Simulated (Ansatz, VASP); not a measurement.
Two plane-wave programs on MoS2

The input INCAR:

```
ALGO = Normal
EDIFF = 1E-7
EDIFFG = -0.04
ENCUT = 600
GGA = PE
IBRION = 2
ISIF = 3
ISMEAR = 0
ISPIN = 2
LASPH = True
LCHARG = False
LMAXMIX = 4
LORBIT = 11
LREAL = False
LWAVE = False
MAGMOM = 1 0 0
NELM = 150
NSW = 90
PREC = Accurate
SIGMA = 0.1
```

File KPOINTS:

```
k-points
0
Gamma
  6 6 6
```

Contents of POSCAR:

```
MoS2
1.0
    0.0000000000      3.0918915500      3.0918915500
    3.0918915500      0.0000000000      3.0918915500
    3.0918915500      3.0918915500      0.0000000000
Mo S
1 2
Direct
    0.0000000000      0.0000000000      0.0000000000
    0.2500000000      0.2500000000      0.2500000000
    0.7500000000      0.7500000000      0.7500000000
```

Input for Ansatz:

```yaml
crystal:
  lattice:
    - [0.0, 3.09189155, 3.09189155]
    - [3.09189155, 0.0, 3.09189155]
    - [3.09189155, 3.09189155, 0.0]
  atoms:
    - { symbol: Mo, position: [0.0, 0.0, 0.0], spin: 1.0 }
    - { symbol: S, position: [0.25, 0.25, 0.25] }
    - { symbol: S, position: [0.75, 0.75, 0.75] }
basis:
  ecutwfc: 420
kpoints:
  mp_grid: { grid: [6, 6, 6] }
hamiltonian:
  xc: pbe
scf:
  occupations: { method: gaussian, width: 0.1 }
  lower_state_search: "off"
output:
  forces: true
  stress: true
  eigenvalues: true
  populations: true
magnetization:
  spin_polarized: true
relax:
  adjacent_minimum: "off"
  f_tol: 0.04
  max_steps: 70
  cell: { stress_tol: 0.4 }
```

Change from the starting cell: species swapped into the EuF2 type (Fm-3m, No. 225).

Alike in both runs: task relaxation of cell and atoms; functional PBE; k mesh 6 × 6 × 6; occupations gaussian, width 0.1 eV; collinear spin.

```csv
,VASP,Ansatz
version,VASP 6.6.1,Ansatz 0.2.0
potentials or method,"VASP PAW PBE potentials, release 64 (Mo_sv, S), cutoff 600 eV","scalar-relativistic, plane waves, PAW"
valence electrons in the cell,26,26
```

|  | VASP | Ansatz | Ansatz less VASP |
| --- | --- | --- | --- |
| gap on the k mesh at the Fermi level, each at its own relaxed structure (eV) | none | none | - |
| net moment per atom (μB) | 0.62 | 0.62 | 0.000 |
| size of the moment on the site where the two differ most (μB) | 1.62 | 1.37 | -0.252 |
| relaxed volume (Å³/atom) | 17.52 | 17.53 | +0.002 |
| relaxed cell length with the largest relative difference (Å) | 4.205 | 4.205 | +0.0001 |

Site moments also hang on the region over which each program counts them. A gap of «none» marks a metal or a gap that the smearing closes.
